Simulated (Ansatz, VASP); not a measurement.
# Ca: VASP beside Ansatz

INCAR

```
SYSTEM = Ca
PREC = Accurate ; ENCUT = 520
EDIFF = 1E-7 ; ISMEAR = 0
SIGMA = 0.1 ; LREAL = .FALSE.
LASPH = .TRUE. ; NELM = 60
ALGO = Fast ; ISIF = 2
LWAVE = .FALSE. ; LCHARG = .TRUE.
GGA = PE ; LELF = .TRUE.
LVHAR = .TRUE. ; NBANDS = 50
```

The input KPOINTS:

```
Automatic mesh
0
G
  3 3 4
  0 0 0
```

POSCAR

```
Ca
1.0
   10.5278590800      0.0000000000      0.0000000000
   -5.2639295400      9.1173934100      0.0000000000
    0.0000000000      0.0000000000      4.7979024400
Ca
8
Direct
    0.8099998000      0.1900002000      0.5000000000
    0.8099998000      0.6199996000      0.5000000000
    0.3800004000      0.1900002000      0.5000000000
    0.1900002000      0.8099998000      0.5000000000
    0.1900002000      0.3800004000      0.5000000000
    0.6199996000      0.8099998000      0.5000000000
    0.3333333300      0.6666666700      0.0000000000
    0.6666666700      0.3333333300      0.0000000000
```

Input for Ansatz:

```yaml
crystal:
  lattice:
    - [10.52785908, 0.0, 0.0]
    - [-5.26392954, 9.11739341, 0.0]
    - [0.0, 0.0, 4.79790244]
  atoms:
    - { symbol: Ca, position: [0.8099998, 0.1900002, 0.5] }
    - { symbol: Ca, position: [0.8099998, 0.6199996, 0.5] }
    - { symbol: Ca, position: [0.3800004, 0.1900002, 0.5] }
    - { symbol: Ca, position: [0.1900002, 0.8099998, 0.5] }
    - { symbol: Ca, position: [0.1900002, 0.3800004, 0.5] }
    - { symbol: Ca, position: [0.6199996, 0.8099998, 0.5] }
    - { symbol: Ca, position: [0.33333333, 0.66666667, 0.0] }
    - { symbol: Ca, position: [0.66666667, 0.33333333, 0.0] }
basis:
  ecutwfc: 420
kpoints:
  mp_grid: { grid: [3, 3, 4] }
hamiltonian:
  xc: pbe
scf:
  occupations: { method: gaussian, width: 0.1 }
  lower_state_search: "off"
output:
  forces: true
  stress: true
  eigenvalues: true
```

Alike in both runs: task single point; functional PBE; k mesh 3 × 3 × 4; occupations gaussian, width 0.1 eV; no spin polarisation.

```csv
,VASP,Ansatz
version,VASP 6.6.1,Ansatz 0.2.0
potentials or method,"VASP PAW PBE potentials, release 64 (Ca_sv), cutoff 520 eV","scalar-relativistic, plane waves, PAW"
valence electrons in the cell,80,80
```

VASP gave:

| Property | Result |
| --- | --- |
| gap on the k mesh at the Fermi level (eV) | none |
| pressure (GPa) | 0.3 |
| traceless stress, the component that is largest in VASP (GPa) | -1.10 |
| rms of the force components (eV/Å) | 0.137 |

Which values does Ansatz return?

gap on the k mesh at the Fermi level (eV): none; pressure (GPa): 0.3; traceless stress, the component that is largest in VASP (GPa): -1.10; rms of the force components (eV/Å): 0.138.

Atom by atom the forces differ by 0.001 eV/Å (rms over components). A gap of «none» marks a metal or a gap that the smearing closes. With one functional, cell and mesh, what is left measures potentials, basis and numerics.
